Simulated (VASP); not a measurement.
## InPd: single point with PBE-based screened hybrid with 25 % exact exchange

InPd:

```xyz
2
Lattice="0.0000 2.7095 2.7095 2.7095 0.0000 2.7095 2.7095 2.7095 0.0000" Properties=species:S:1:pos:R:3 pbc="T T T"
In    0.0000    0.0000    0.0000
Pd    2.7095    2.7095    2.7095
```

```json
{
 "Program": "VASP 6.6.1",
 "Task": "single point",
 "Functional": "PBE-based screened hybrid with 25 % exact exchange",
 "Potentials or basis": "VASP PAW PBE potentials, release 64 (In_d, Pd)",
 "Cutoff": "520 eV",
 "k mesh": "4 × 4 × 4",
 "Occupations": "fermi-dirac, width 0.05 eV",
 "Spin": "no spin polarisation"
}
```

The pressure is 0.2 GPa and the band gap on the k mesh is zero (an odd number of electrons rules out a gap without spin polarisation).

Levels at points of the mesh, in eV from the Fermi level:
```csv
k point,band 8,band 9,band 10,band 11,band 12,band 13,band 14,band 15
"(0.00, 0.00, 0.00)",-3.57,-3.57,-3.00,-3.00,6.52,6.52,6.52,9.61
"(0.50, 0.00, 0.00)",-4.19,-4.19,-3.08,-3.08,-1.49,8.43,8.58,8.58
"(0.50, 0.50, 0.00)",-2.90,-2.90,-2.75,-2.59,0.47,2.04,2.04,6.02
```

It took 39 min on 1 thread of AMD EPYC 7571, on a shared host, peak memory 0.26 GiB.

Caveat: the k points lie up to 0.50 Å⁻¹ apart, too coarse for converged energies and pressures of a metal; the PAW data sets were made with another functional, which shifts forces and pressure a little; spin-orbit coupling is left out, which moves the levels of the heavy elements.
